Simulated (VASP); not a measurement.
Write the native input for VASP 6.6.1 that does the following.

```
Task                   : relaxation of cell and atoms
Functional             : PBEsol
Potentials or basis    : VASP PAW PBE potentials, release 64 (Au)
Cutoff                 : 500 eV
k mesh                 : 7 × 7 × 7
Occupations            : gaussian, width 0.1 eV
Spin                   : no spin polarisation
Dipole correction      : no
Further INCAR settings : ALGO = Normal; EDIFF = 1e-07; IBRION = 2; EDIFFG = -0.01; NSW = 80; ISIF = 3
```

The structure of Au lies in POSCAR:

```
Au
1.0
    0.0000000000      3.0132132360      3.0132132360
    3.0132132360      0.0000000000      3.0132132360
    3.0132132360      3.0132132360      0.0000000000
Au
2
Direct
    0.0000000000      0.0000000000      0.0000000000
    0.2500000000      0.2500000000      0.2500000000
```

One way to write it, as run:

INCAR

```
SYSTEM = Au
ALGO = Normal
EDIFF = 1E-7
EDIFFG = -0.01
ENCUT = 500
GGA = PS
GGA_COMPAT = .FALSE.
IBRION = 2
ISIF = 3
ISMEAR = 0
LASPH = .TRUE.
LCHARG = .FALSE.
LREAL = .FALSE.
LWAVE = .FALSE.
NELM = 120
NELMIN = 4
NSW = 80
PREC = Accurate
SIGMA = 0.1
```

KPOINTS

```
k-points
0
G
  7 7 7
  0 0 0
```

Potentials or basis: VASP PAW PBE potentials, release 64 (Au).

The run is started by

```bash
$ cat potpaw_PBE.64/Au/POTCAR > POTCAR
$ mpirun -np 1 vasp_std > vasp.out
```

It gave:

| Item | Value |
| --- | --- |
| Relaxed volume | 27.31 Å³/atom |
| Relaxed cell | a = 4.259 Å, b = 4.259 Å, c = 4.259 Å, α = 60.00°, β = 60.00°, γ = 60.00° |
| Space group after relaxing (to 0.05 Å) | Fd-3m (No. 227) |
| Energy gained by relaxing | 0.0 meV/atom |
| Ionic steps | 3 |
| Pressure after relaxing | 0.0 GPa |
| Band gap on the k mesh | zero (band 11 reaches 3.51 eV, above the bottom of band 12 at 3.11 eV) |

Caveat: the PAW data sets were made with another functional, which shifts forces and pressure a little; spin-orbit coupling is left out, which moves the levels of the heavy elements.

Run time: 52 s on 1 thread of Intel Xeon 8259CL, with other jobs on the host, peak memory 0.19 GiB.
